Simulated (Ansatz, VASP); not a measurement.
## W in VASP and in Ansatz

```
W
1.0
     2.48871    0.00000    0.00000
     0.00000    2.48871    0.00000
     0.00000    0.00000    2.48871
W
1
Direct
  0.00000 0.00000 0.00000
```

Change from the starting cell: volume scaled by 0.84, PAW files.

Alike in both runs: task single point; functional PBE; k mesh 16 × 16 × 16; occupations fermi-dirac, width 0.1 eV; no spin polarisation.

|  | VASP | Ansatz |
| --- | --- | --- |
| version | VASP 6.6.1 | Ansatz 0.2.0 |
| potentials or method | VASP PAW PBE potentials, release 64 (W_sv) | PAW with Ansatz's default frozen-core files, scalar-relativistic |
| plane-wave cutoff (eV) | 520 | 420 |
| valence electrons in the cell | 14 | 14 |

VASP gave:

- pressure (GPa): 56.2

What did Ansatz give for the same quantities?

Pressure (GPa): 54.3.

Both programs put the cell under a high pressure, so it lies far from rest at this level. The functional is the same, so the differences come from potentials, cutoffs and numerics.

Neither program's run includes spin-orbit coupling.
